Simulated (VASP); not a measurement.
# PbO (CsCl type) (Pm-3m) in VASP: notebook, part 2 of 2

VASP 6.6.1. Earlier steps stand in the parts before.

## (6) Relaxation of cell and atoms, r2SCAN

This run uses another cell than the first one, of 17.50 Å³/atom, 1.445 times its volume.

POSCAR reads:

```
PbO
1.0
    3.2713116536      0.0000000000      0.0000000000
    0.0000000000      3.2713116536      0.0000000000
    0.0000000000      0.0000000000      3.2713116536
Pb O
1 1
Direct
    0.0000000000      0.0000000000      0.0000000000
    0.5000000000      0.5000000000      0.5000000000
```

INCAR.step1 reads:

```
SYSTEM = PbO
  PREC = Accurate
  ENCUT = 600
  ISMEAR = -1
  SIGMA = 0.08
  LREAL = .False.
  LASPH = .True.
  NELM = 60
  GGA = PE
  ALGO = Normal
  EDIFF = 1E-4
  LWAVE = .True.
  LCHARG = .False.
```

INCAR.step2 reads:

```
SYSTEM = PbO
  PREC = Accurate
  ENCUT = 600
  EDIFF = 1E-7
  ISMEAR = -1
  SIGMA = 0.08
  LREAL = .False.
  LASPH = .True.
  NELM = 60
  ALGO = Normal
  ISIF = 3
  LWAVE = .False.
  LCHARG = .False.
  METAGGA = R2SCAN
  LMIXTAU = .True.
  IBRION = 2
  NSW = 60
  EDIFFG = -0.005
  ISTART = 1
```

KPOINTS reads:

```
Automatic mesh
0
Gamma
  13 13 13
  0 0 0
```

Potentials or basis: VASP PAW PBE potentials, release 64 (Pb_d, O).

Launch:

```sh
cat potpaw_PBE.64/Pb_d/POTCAR potpaw_PBE.64/O/POTCAR > POTCAR
cp INCAR.step1 INCAR
mpirun -np 1 vasp_std > vasp.out
cp INCAR.step2 INCAR
mpirun -np 1 vasp_std > vasp.out
```

OUTCAR:

```text
SYSTEM = PbO
   PREC = Accurate
   ENCUT = 600
   EDIFF = 1E-7
   ISMEAR = -1
   LREAL = .False.
   LASPH = .True.
   NELM = 60
   ISIF = 3
   METAGGA = R2SCAN
   IBRION = 2
   NSW = 60
   EDIFFG = -0.005
   ISTART = 1

 ion  position               nearest neighbor table
   1  0.000  0.000  0.000-   2 2.83   2 2.83   2 2.83   2 2.83   2 2.83   2 2.83   2 2.83   2 2.83

   2  0.500  0.500  0.500-   1 2.83   1 2.83   1 2.83   1 2.83   1 2.83   1 2.83   1 2.83   1 2.83

  LATTYP: Found a simple cubic cell.
 ALAT       =     3.2713116536

  Lattice vectors:

 A1 = (   3.2713116536,   0.0000000000,   0.0000000000)
 A2 = (   0.0000000000,   3.2713116536,   0.0000000000)
 A3 = (   0.0000000000,   0.0000000000,   3.2713116536)

Analysis of symmetry for initial positions (statically):
=====================================================================
 Subroutine PRICEL returns:
 Original cell was already a primitive cell.

 Routine SETGRP: Setting up the symmetry group for a
 simple cubic supercell.

 Subroutine GETGRP returns: Found 48 space group operations
 (whereof 48 operations were pure point group operations)
 out of a pool of 48 trial point group operations.

The static configuration has the point symmetry O_h .

Analysis of symmetry for dynamics (positions and initial velocities):
=====================================================================
 Subroutine PRICEL returns:
 Original cell was already a primitive cell.

 Routine SETGRP: Setting up the symmetry group for a
 simple cubic supercell.

 Subroutine GETGRP returns: Found 48 space group operations
 (whereof 48 operations were pure point group operations)
 out of a pool of 48 trial point group operations.

The dynamic configuration has the point symmetry O_h .

 Subroutine INISYM returns: Found 48 space group operations
 (whereof 48 operations are pure point group operations),
 and found     1 'primitive' translations

[... 129 lines left out ...]
 maximum number of plane-waves:      1193
 NGX is ok and might be reduce to    28
   NGX = 13   NGY = 13   NGZ = 13

--------------------------------------- Ionic step        1  -------------------------------------------

 number of electron      20.0000001 magnetization

 Free energy of the ion-electron system (eV)
  ---------------------------------------------------
  ext. energy  EPLUGINS =         0.00000000
  ---------------------------------------------------
  free energy    TOTEN  =       -63.59973161 eV

  energy without entropy =      -63.59918537  energy(sigma->0) =      -63.59945849

------------------------ aborting loop because EDIFF is reached ----------------------------------------

  FORCE on cell =-STRESS in cart. coord.  units (eV):
  Direction    XX          YY          ZZ          XY          YZ          ZX
  --------------------------------------------------------------------------------------
  -------------------------------------------------------------------------------------
  Total       -1.6118982     -1.6118982     -1.6118982     -0.0000000      0.0000000     -0.0000000
  in kB      -73.7704482    -73.7704482    -73.7704482     -0.0000000      0.0000000     -0.0000000
  external PRESSURE =     -73.7704482 kB  Pullay stress =       0.0000000 kB
[... 59 lines left out ...]
--------------------------------------- Ionic step        3  -------------------------------------------

 number of electron      19.9999999 magnetization

 Free energy of the ion-electron system (eV)
  ---------------------------------------------------
  ext. energy  EPLUGINS =         0.00000000
  ---------------------------------------------------
  free energy    TOTEN  =       -63.67001063 eV

  energy without entropy =      -63.66964586  energy(sigma->0) =      -63.66982824

 E-fermi :   7.4331     XC(G=0): -11.9375

 val. band max:        7.0384899133   @ k =   0.4615   0.0769   0.0769
 cond. band min:       7.6966945100   @ k =   0.4615   0.0000   0.0000
 fundamental gap:      0.6582045967
 Fermi energy:         7.4330804601

 k-point     1 :       0.0000    0.0000    0.0000
  band No.  band energies     occupation
      1     -11.1906      2.00000
      2     -10.4690      2.00000
      3     -10.4690      2.00000
      4      -9.7581      2.00000
      5      -9.7581      2.00000
      6      -9.7581      2.00000
      7      -1.4962      2.00000
      8       5.1741      2.00000
      9       5.1741      2.00000
     10       5.1741      2.00000
     11      16.2168      0.00000
     12      16.2168      0.00000
     13      16.2168      0.00000
     14      17.5233      0.00000
[... 377 lines left out ...]
      1     -10.9749      2.00000
      2     -10.2687      2.00000
      3      -9.9024      2.00000
      4      -9.8611      2.00000
      5      -9.8253      2.00000
      6      -9.3366      2.00000
      7      -1.0104      2.00000
      8       3.1162      2.00000
      9       5.5622      2.00000
     10       5.9588      2.00000
     11      10.2285      0.00000
     12      11.9986      0.00000
     13      16.8643      0.00000
     14      19.1008      0.00000

 [... further k-points ...]
[... 5 lines left out ...]
  --------------------------------------------------------------------------------------
  -------------------------------------------------------------------------------------
  Total        0.0007437      0.0007437      0.0007437      0.0000000      0.0000000      0.0000000
  in kB        0.0370177      0.0370177      0.0370177      0.0000000      0.0000000      0.0000000
  external PRESSURE =       0.0370177 kB  Pullay stress =       0.0000000 kB
[... 17 lines left out ...]
  FREE ENERGIE OF THE ION-ELECTRON SYSTEM (eV)
  ---------------------------------------------------
  free  energy   TOTEN  =       -63.6700106295 eV

  energy  without entropy=      -63.6696458597  energy(sigma->0) =      -63.66982824

 reached required accuracy - stopping structural energy minimisation
```

OSZICAR.step1:

```text
N       E                     dE             d eps       ncg     rms          rms(c)
DAV:   1     0.183937476060E+03    0.18394E+03   -0.11625E+04  2378   0.190E+03
DAV:   2     0.357626877243E+01   -0.18036E+03   -0.17416E+03  2562   0.426E+02
DAV:   3    -0.117588659147E+02   -0.15335E+02   -0.15127E+02  2912   0.127E+02
DAV:   4    -0.120769388435E+02   -0.31807E+00   -0.31795E+00  2602   0.201E+01
DAV:   5    -0.120871415512E+02   -0.10203E-01   -0.10202E-01  3088   0.358E+00    0.865E+00
DAV:   6    -0.102000755410E+02    0.18871E+01   -0.16931E+01  3160   0.329E+01    0.598E+00
DAV:   7    -0.976634214864E+01    0.43373E+00   -0.28932E+00  2904   0.128E+01    0.145E+00
DAV:   8    -0.978132677826E+01   -0.14985E-01   -0.56493E-01  2820   0.104E+01    0.118E+00
DAV:   9    -0.973102818549E+01    0.50299E-01   -0.13483E-01  2826   0.502E+00    0.173E-01
DAV:  10    -0.973165663341E+01   -0.62845E-03   -0.10084E-02  2924   0.975E-01    0.125E-01
DAV:  11    -0.973144894106E+01    0.20769E-03   -0.12304E-03  2696   0.426E-01    0.463E-02
DAV:  12    -0.973140433960E+01    0.44601E-04   -0.89503E-05  1344   0.139E-01
   1 F= -.97314043E+01 E0= -.97308137E+01  d E =-.118126E-02
```

Run time: 3.4 min. Hardware: 1 thread of Intel Xeon 6975P-C (Granite Rapids), shared host; peak memory 0.21 GiB.

What came out:

```yaml
Free_energy: -63.6700 eV
Relaxed_volume: 16.10 Å³/atom
Relaxed_cell: a = 3.181 Å, b = 3.181 Å, c = 3.181 Å, α = 90.00°, β = 90.00°, γ = 90.00°
Space_group_after_relaxing_to_0.05_Å: Pm-3m (No. 221)
Energy_gained_by_relaxing: 35.1 meV/atom
Ionic_steps: 3
Pressure_after_relaxing: 0.0 GPa
Band_gap_on_the_k_mesh: 0.66 eV, indirect (least direct gap 0.78 eV)
```

The path:
```tsv
step	energy change (eV)	largest force (eV/Å)	pressure (GPa)	volume (Å³)
1	0.0000	0.0000	-7.38	35.01
2	-0.0566	0.0000	4.08	31.08
3	-0.0703	0.0000	0.00	32.19
```

Final structure:
```
Pb O
1.0
     3.18108    0.00000    0.00000
     0.00000    3.18108    0.00000
     0.00000    0.00000    3.18108
Pb O
1 1
Direct
  0.00000 0.00000 0.00000
  0.50000 0.50000 0.50000
```

Caveat: the PAW data sets were made with another functional, which shifts forces and pressure a little; spin-orbit coupling is left out, which moves the levels of the heavy elements.

## (7) Summary

| task | cell | cutoff (eV) | gap on the mesh (eV) | pressure (GPa) |
| --- | --- | --- | --- | --- |
| single point | a = 2.894 Å, 2 atoms | 520 | 0.46 | 59.2 |
| single point | a = 2.895 Å, 2 atoms | 520 | 0.46 | 58.9 |
| single point | a = 3.179 Å, 2 atoms | 520 | 0.66 | 0.2 |
| relaxation of cell and atoms | relaxed to 58 GPa from a = 2.854 Å, 2 atoms | 600 | 0.47 | 57.9 |
| relaxation of cell and atoms | relaxed from a = 3.271 Å, 2 atoms | 600 | 0.66 | 0.0 |

Alike in all rows: level r2SCAN; potentials or basis VASP PAW PBE potentials, release 64 (Pb_d, O); no spin polarisation; k mesh 13 × 13 × 13; smearing fermi-dirac 0.08 eV.

Caveats: the PAW data sets were made with another functional, which shifts forces and pressure a little; spin-orbit coupling is left out, which moves the levels of the heavy elements; the cell is relaxed towards a set pressure, so the enthalpy falls and the energy may rise (some runs).

Total energies depend on the potentials used, so only differences within one code and one set of settings carry meaning.
